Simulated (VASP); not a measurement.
# CaSnCl6 (R-3) in VASP: a series of runs, part 2 of 2

VASP 6.6.1. Earlier steps stand in the parts before.

## Step 4: Relaxation of cell and atoms, PBEsol

This run uses another cell than the first one, of 29.60 Å³/atom.

Contents of INCAR:

```
  PREC = Accurate
  ENCUT = 600
  EDIFF = 1E-6
  ISMEAR = -1
  SIGMA = 0.03
  LREAL = F
  LASPH = T
  NELM = 80
  ALGO = Normal
  ISIF = 3
  LWAVE = F
  LCHARG = F
  GGA = PS
  IBRION = 2
  NSW = 100
  EDIFFG = -0.01
```

Contents of KPOINTS:

```
Automatic mesh
0
Gamma
  4 4 4
```

Contents of POSCAR:

```
CaSnCl6
1.0
    4.7231490100      2.7269113500      3.0646131400
   -4.7231490100      2.7269113500      3.0646131400
    0.0000000000     -5.4538227100      3.0646131400
Ca Sn Cl
1 1 6
Direct
    0.0000000000      0.0000000000      0.0000000000
    0.5000000000      0.5000000000      0.5000000000
    0.5829775400      0.2642506400      0.2194230800
    0.2642506400      0.2194230800      0.5829775400
    0.7805769200      0.4170224600      0.7357493600
    0.7357493600      0.7805769200      0.4170224600
    0.4170224600      0.7357493600      0.7805769200
    0.2194230800      0.5829775400      0.2642506400
```

Potentials or basis: VASP PAW PBE potentials, release 64 (Ca_sv, Sn_d, Cl).

Command:

```sh
$ cat potpaw_PBE.64/Ca_sv/POTCAR potpaw_PBE.64/Sn_d/POTCAR potpaw_PBE.64/Cl/POTCAR > POTCAR
$ mpirun -np 1 vasp_std > vasp.out
```

OUTCAR:

```text
PREC = Accurate
   ENCUT = 600
   EDIFF = 1E-6
   ISMEAR = -1
   LREAL = F
   LASPH = T
   NELM = 80
   ISIF = 3
   GGA = PS
   IBRION = 2
   NSW = 100
   EDIFFG = -0.01

 ion  position               nearest neighbor table
   1  0.000  0.000  0.000-
   2  0.500  0.500  0.500-   4 2.30   6 2.30   5 2.30   8 2.30   7 2.30   3 2.30
   3  0.583  0.264  0.219-   2 2.30
   4  0.264  0.219  0.583-   2 2.30
   5  0.781  0.417  0.736-   2 2.30
   6  0.736  0.781  0.417-   2 2.30
   7  0.417  0.736  0.781-   2 2.30
   8  0.219  0.583  0.264-   2 2.30

  LATTYP: Found a trigonal (rhomboedric) cell.
 ALAT       =     6.2558800963
 COS(alpha) =    -0.1400304669

  Lattice vectors:

 A1 = (   4.7231490100,   2.7269113500,   3.0646131400)
 A2 = (  -4.7231490100,   2.7269113500,   3.0646131400)
 A3 = (   0.0000000000,  -5.4538227100,   3.0646131400)

Analysis of symmetry for initial positions (statically):
=====================================================================
 Subroutine PRICEL returns:
 Original cell was already a primitive cell.

 Routine SETGRP: Setting up the symmetry group for a
 trigonal (rhombohedral) supercell.

 Subroutine GETGRP returns: Found  6 space group operations
 (whereof  6 operations were pure point group operations)
 out of a pool of 12 trial point group operations.

The static configuration has the point symmetry S_6 .

Analysis of symmetry for dynamics (positions and initial velocities):
=====================================================================
 Subroutine PRICEL returns:
 Original cell was already a primitive cell.

 Routine SETGRP: Setting up the symmetry group for a
 trigonal (rhombohedral) supercell.

 Subroutine GETGRP returns: Found  6 space group operations
 (whereof  6 operations were pure point group operations)
 out of a pool of 12 trial point group operations.

The dynamic configuration has the point symmetry S_6 .

 Subroutine INISYM returns: Found  6 space group operations
 (whereof  6 operations are pure point group operations),
 and found     1 'primitive' translations

----------------------------------------------------------------------------------------

                                     Primitive cell

  volume of cell :     236.8261

  direct lattice vectors                    reciprocal lattice vectors
     4.723149010  2.726911350  3.064613140     0.105861576  0.061119210  0.108768487
    -4.723149010  2.726911350  3.064613140    -0.105861576  0.061119210  0.108768487
     0.000000000 -5.453822710  3.064613140     0.000000000 -0.122238419  0.108768486

  length of vectors
     6.255880096  6.255880096  6.255880102     0.163624005  0.163624005  0.163624004

  position of ions in fractional coordinates (direct lattice)
     0.000000000  0.000000000  0.000000000
     0.500000000  0.500000000  0.500000000
     0.582977540  0.264250640  0.219423080
     0.264250640  0.219423080  0.582977540
     0.780576920  0.417022460  0.735749360
     0.735749360  0.780576920  0.417022460
     0.417022460  0.735749360  0.780576920
     0.219423080  0.582977540  0.264250640

  ion indices of the primitive-cell ions
   primitive index   ion index
                 1           1
                 2           2
                 3           3
                 4           4
                 5           5
[... 25 lines left out ...]
 Subroutine IBZKPT returns following result:
 ===========================================

 Found     14 irreducible k-points:

 Following reciprocal coordinates:
            Coordinates               Weight
  0.000000  0.000000  0.000000      1.000000
  0.250000 -0.000000  0.000000      6.000000
  0.500000 -0.000000  0.000000      3.000000
  0.250000  0.250000  0.000000      6.000000
  0.500000  0.250000  0.000000      6.000000
  0.500000 -0.000000 -0.250000      6.000000
 -0.250000  0.250000  0.000000      6.000000
  0.500000  0.500000  0.000000      3.000000
  0.250000  0.250000  0.250000      2.000000
  0.500000  0.250000  0.250000      6.000000
 -0.250000  0.250000  0.250000      6.000000
  0.500000  0.500000  0.250000      6.000000
 -0.250000  0.500000  0.250000      6.000000
  0.500000  0.500000  0.500000      1.000000
   k-points           NKPTS =     14   k-points in BZ     NKDIM =     14   number of bands    NBANDS=     39
   number of dos      NEDOS =    301   number of ions     NIONS =      8
   total plane-waves  NPLWV = 125000
   dimension x,y,z NGX =    50 NGY =   50 NGZ =   50
   dimension x,y,z NGXF=   100 NGYF=  100 NGZF=  100
   ions per type =               1   1   6
   NGX,Y,Z   is equivalent  to a cutoff of  13.29, 13.29, 13.29 a.u.
   NGXF,Y,Z  is equivalent  to a cutoff of  26.57, 26.57, 26.57 a.u.
 SYSTEM =  unknown system
   PREC   = accura    normal or accurate (medium, high low for compatibility)
   ISTART =      0    job   : 0-new  1-cont  2-samecut
   ICHARG =      2    charge: 1-file 2-atom 10-const
   ISPIN  =      1    spin polarized calculation?
   LNONCOLLINEAR =      F non collinear calculations
   LSORBIT =      F    spin-orbit coupling
   LASPH  =      T    aspherical Exc in radial PAW
   ENCUT  =  600.0 eV  44.10 Ry    6.64 a.u.  12.49 12.49 12.49*2*pi/ulx,y,z
   NELM   =     80;   NELMIN=  2; NELMDL= -5     # of ELM steps
   EDIFF  = 0.1E-05   stopping-criterion for ELM
   LREAL  =      F    real-space projection
   EDIFFG = -.1E-01   stopping-criterion for IOM
   NSW    =    100    number of steps for IOM
   IBRION =      2    ionic relax: 0-MD 1-quasi-New 2-CG
   NFREE  =      1    steps in history (QN), initial steepest desc. (CG)
   ISIF   =      3    stress and relaxation
   ISYM   =      2    0-nonsym 1-usesym 2-fastsym
   POTIM  = 0.5000    time-step for ionic-motion
   TEBEG  =    0.0;   TEEND  =   0.0 temperature during run
   PSTRESS=    0.0 pullay stress
   NELECT =      66.0000    total number of electrons
   NUPDOWN=      -1.0000    fix difference up-down
   EMIN   =  10.00;   EMAX   =-10.00  energy-range for DOS
   EFERMI =   0.00;   METHOD = LEGACY
   ISMEAR =    -1;   SIGMA  =   0.03  broadening in eV -4-tet -1-fermi 0-gaus
   EFERMI_NEDOS =   21; number of points for ismear=-14 and -15
   IALGO  =     38    algorithm
   IMIX   =      4    mixing-type and parameters
     AMIX     =   0.40;   BMIX     =  1.00
     AMIX_MAG =   1.60;   BMIX_MAG =  1.00
  volume/ion in A,a.u.               =      29.60       199.77
  Fermi-wavevector in a.u.,A,eV,Ry     =   1.069333  2.020746 15.557894  1.143473
  Thomas-Fermi vector in A             =   2.205009
   LORBIT       =      0    0 simple, 1 ext, 2 COOP (PROOUT), +10 PAW based schemes
   GGA     = PS    functional components
   LHFCALC =     F    Hartree Fock is set to
   AEXX    =    0.0000 exact exchange contribution
   IVDW    =     0    specifies the selected vdW correction
   LEPSILON=     F    determine dielectric tensor
   LRPA    =     F    only Hartree local field effects (RPA)
 conjugate gradient relaxation of ions
 non-spin polarized calculation
  energy-cutoff  :      600.00
  volume of cell :      236.83
 maximum number of plane-waves:      7951
 NGX is ok and might be reduce to    50
   NGX = 25   NGY = 25   NGZ = 25

--------------------------------------- Ionic step        1  -------------------------------------------

 number of electron      65.9999997 magnetization

 Free energy of the ion-electron system (eV)
  ---------------------------------------------------
  ext. energy  EPLUGINS =         0.00000000
  ---------------------------------------------------
  free energy    TOTEN  =       -26.64249120 eV

  energy without entropy =      -26.64249120  energy(sigma->0) =      -26.64249120

------------------------ aborting loop because EDIFF is reached ----------------------------------------

  FORCE on cell =-STRESS in cart. coord.  units (eV):
  Direction    XX          YY          ZZ          XY          YZ          ZX
  --------------------------------------------------------------------------------------
  -------------------------------------------------------------------------------------
  Total        5.8960710      5.8960710      5.3317980     -0.0000001     -0.0000000      0.0000000
  in kB       39.8881329     39.8881329     36.0707098     -0.0000004     -0.0000000      0.0000000
  external PRESSURE =      38.6156585 kB  Pullay stress =       0.0000000 kB
[... 1895 lines left out ...]
     38       6.6350      0.00000
     39       6.6350      0.00000

[... ionic steps 4 to 46 ...]

--------------------------------------- Ionic step       47  -------------------------------------------

 number of electron      66.0000001 magnetization

------------------------ aborting loop because EDIFF is reached ----------------------------------------
[... 79 lines left out ...]
--------------------------------------- Ionic step       49  -------------------------------------------

 number of electron      66.0000001 magnetization

 Free energy of the ion-electron system (eV)
  ---------------------------------------------------
  ext. energy  EPLUGINS =         0.00000000
  ---------------------------------------------------
  free energy    TOTEN  =       -29.89691064 eV

  energy without entropy =      -29.89691064  energy(sigma->0) =      -29.89691064

 E-fermi :  -0.6477     XC(G=0):  -7.2316

 val. band max:       -1.4521606771   @ k =   0.5000   0.5000   0.0000
 cond. band min:       1.3643909558   @ k =   0.0000   0.0000   0.0000
 fundamental gap:      2.8165516329
 Fermi energy:        -0.6477430596
[... 621 lines left out ...]
  FREE ENERGIE OF THE ION-ELECTRON SYSTEM (eV)
  ---------------------------------------------------
  free  energy   TOTEN  =       -29.8969106430 eV

  energy  without entropy=      -29.8969106430  energy(sigma->0) =      -29.89691064

 reached required accuracy - stopping structural energy minimisation
```

It took 46 min on 1 thread of AMD EPYC 9R45 (Zen 5), shared host; peak memory 0.44 GiB.

Results:

```yaml
Free_energy: -29.8969 eV
Relaxed_volume: 33.78 Å³/atom
Relaxed_cell: a = 7.127 Å, b = 7.127 Å, c = 7.127 Å, α = 110.26°, β = 110.26°, γ = 110.26°
Space_group_after_relaxing_to_0.1_Å: R-3 (No. 148)
Energy_gained_by_relaxing: 406.8 meV/atom
Ionic_steps: 49
Pressure_after_relaxing: 0.0 GPa
Largest_force_after_relaxing: 0.008 eV/Å
Band_gap_on_the_k_mesh: 2.82 eV (least direct gap 2.92 eV)
```

Forces in eV/Å, atoms in the order of the input:
```
Ca   0.000  0.000  0.000
Sn   0.000  0.000  0.000
Cl  -0.005  0.005  0.004
Cl   0.007  0.002  0.004
Cl   0.001  0.007 -0.004
Cl  -0.007 -0.002 -0.004
Cl   0.005 -0.005 -0.004
Cl  -0.001 -0.007  0.004
```

Step by step:
| step | energy change (eV) | largest force (eV/Å) | pressure (GPa) | volume (Å³) |
| --- | --- | --- | --- | --- |
| 1 | 0.0000 | 2.6338 | 3.86 | 236.83 |
| 3 | -0.7819 | 0.5566 | -2.57 | 253.12 |
| 5 | -1.8612 | 0.4756 | -0.18 | 203.29 |
| 7 | -1.7912 | 0.8227 | 1.58 | 198.30 |
| 9 | -1.8159 | 0.7882 | 2.80 | 190.63 |
| 11 | -1.9472 | 0.3141 | 1.09 | 188.98 |
| 13 | -2.0096 | 0.2485 | -0.88 | 199.14 |
| 15 | -2.0744 | 0.4670 | 0.77 | 198.12 |
| 17 | -2.1420 | 0.4341 | 0.67 | 200.22 |
| 19 | -2.4908 | 0.3745 | 1.59 | 208.54 |
| 21 | -2.7575 | 0.8129 | 4.38 | 215.16 |
| 23 | -2.7681 | 0.8918 | 4.73 | 217.05 |
| 25 | -2.8431 | 0.9065 | 4.06 | 227.67 |
| 27 | -3.0200 | 0.5780 | 2.30 | 233.07 |
| 29 | -3.1297 | 0.3945 | -0.15 | 242.36 |
| 31 | -3.1725 | 0.2893 | -0.02 | 242.85 |
| 33 | -3.1730 | 0.2683 | 0.79 | 244.87 |
| 35 | -3.2169 | 0.1065 | 0.19 | 245.47 |
| 37 | -3.2257 | 0.1353 | -0.20 | 250.73 |
| 39 | -3.2321 | 0.0860 | 0.12 | 253.11 |
| 41 | -3.2409 | 0.0613 | 0.00 | 257.08 |
| 43 | -3.2497 | 0.0906 | -0.36 | 275.27 |
| 45 | -3.2540 | 0.0266 | 0.03 | 269.86 |
| 47 | -3.2540 | 0.0253 | 0.02 | 269.85 |
| 49 | -3.2544 | 0.0079 | -0.01 | 270.21 |

Final structure:
```
Ca Sn Cl
1.0
     5.84720    3.37588    2.28145
    -5.84720    3.37588    2.28145
     0.00000   -6.75176    2.28145
Ca Sn Cl
1 1 6
Direct
  0.00000 0.00000 0.00000
  0.50000 0.50000 0.50000
  0.46892 0.23719 0.14380
  0.23719 0.14380 0.46892
  0.85620 0.53108 0.76281
  0.76281 0.85620 0.53108
  0.53108 0.76281 0.85620
  0.14380 0.46892 0.23719
```

Levels at points of the mesh, in eV from the valence-band top:
```
           k point  band 31  band 32  band 33  band 34  band 35  band 36
(0.00, 0.00, 0.00)    -0.36    -0.36    -0.10     2.82     5.88     6.40
(0.50, 0.00, 0.00)    -0.34    -0.26    -0.01     3.37     5.77     6.04
(0.50, 0.50, 0.00)    -0.42    -0.33     0.00     3.26     5.72     6.27
(0.50, 0.50, 0.50)    -0.34    -0.34    -0.19     3.15     5.75     6.06
```

Caveat: the PAW data sets were made with another functional, which shifts forces and pressure a little; spin-orbit coupling is left out, which moves the levels of the heavy elements. A k mesh can miss the band edges.

## Step 5: The runs side by side

```csv
task,level,cell,cutoff (eV),gap on the mesh (eV),pressure (GPa),largest force (eV/Å)
single point,PBEsol,"a = 7.030 Å, angles 110.0°, 8 atoms, atomic positions A",520,2.85,0.0,0.02
single point,r2SCAN+rVV10,"a = 6.600 Å, angles 108.5°, 8 atoms, atomic positions B",520,3.32,0.0,0.02
relaxation of cell and atoms,PBEsol,"relaxed from a = 6.256 Å, angles 98.0°, 8 atoms, atomic positions C",600,2.82,0.0,0.01
```

Alike in all rows: potentials or basis VASP PAW PBE potentials, release 64 (Ca_sv, Sn_d, Cl); no spin polarisation; k mesh 4 × 4 × 4; smearing fermi-dirac 0.03 eV.

Caveats: the PAW data sets were made with another functional, which shifts forces and pressure a little; spin-orbit coupling is left out, which moves the levels of the heavy elements.

Total energies depend on the potentials used, so only differences within one code and one set of settings carry meaning.
